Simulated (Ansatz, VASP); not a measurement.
## W: VASP beside Ansatz

```xyz
2
Lattice="2.8007 0.0000 0.0000 -1.4004 2.4255 0.0000 0.0000 0.0000 4.5372" Properties=species:S:1:pos:R:3 pbc="T T T"
W     0.0000    1.6170    1.1343
W     1.4004    0.8085    3.4029
```

Alike in both runs: task relaxation of cell and atoms; functional LDA; k mesh 17 × 17 × 9; occupations fermi-dirac, width 0.05 eV; no spin polarisation.

|  | VASP | Ansatz |
| --- | --- | --- |
| version | VASP 6.6.1 | Ansatz 0.2.0 |
| potentials or method | VASP PAW LDA potentials, release 64 (W_sv) | PAW with Ansatz's default frozen-core files, scalar-relativistic |
| plane-wave cutoff (eV) | 600 | 420 |
| valence electrons in the cell | 28 | 28 |

|  | VASP | Ansatz | Ansatz less VASP |
| --- | --- | --- | --- |
| relaxed volume (Å³/atom) | 15.82 | 15.73 | -0.092 |
| relaxed cell length with the largest relative difference (Å) | 2.742 | 2.736 | -0.0060 |

LDA's correlation is that of Perdew and Zunger in VASP and of Perdew and Wang (1992) in Ansatz.

Spin-orbit coupling is off throughout.
